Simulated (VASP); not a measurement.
A run of VASP 6.6.1 is set up as follows.

INCAR

```
SYSTEM = Br
PREC = Accurate ; ENCUT = 520
EDIFF = 1E-6 ; ISMEAR = -1
SIGMA = 0.05 ; LREAL = .False.
LASPH = .True. ; NELM = 60
ALGO = Normal ; ISIF = 2
LWAVE = .False. ; LCHARG = .False.
GGA = CA ; NBANDS = 22
```

File KPOINTS:

```
Automatic mesh
0
Gamma
  7 7 3
  0 0 0
```

POSCAR

```
Br
1.0
    3.3177951036     -2.2911603413      0.0000000000
    3.3177951036      2.2911603413      0.0000000000
    0.0000000000      0.0000000000      8.5846869338
Br
4
Direct
    0.3651000000      0.6349000000      0.3901000000
    0.1349000000      0.8651000000      0.8901000000
    0.6349000000      0.3651000000      0.6099000000
    0.8651000000      0.1349000000      0.1099000000
```

Potentials or basis: VASP PAW LDA potentials, release 64 (Br).

Run with:

```console
$ cat potpaw_LDA.64/Br/POTCAR > POTCAR
$ mpirun -np 1 vasp_std > vasp.out
```

Question: What does it give for the largest force?

Answer: 1.218 eV/Å.

Question: What does it give for the pressure?

Answer: 0.0 GPa.

Question: What does it give for the band gap on the k mesh?

Answer: 1.88 eV, indirect (least direct gap 1.90 eV).

Stress tensor (GPa, compression positive):
```
-0.98  0.00  0.00
 0.00 -0.81  0.00
 0.00  0.00  1.75
```

Caveat: forces of over 1 eV/Å act on the atoms, so gaps and moduli don't describe the material at rest. A k mesh can miss the band edges.
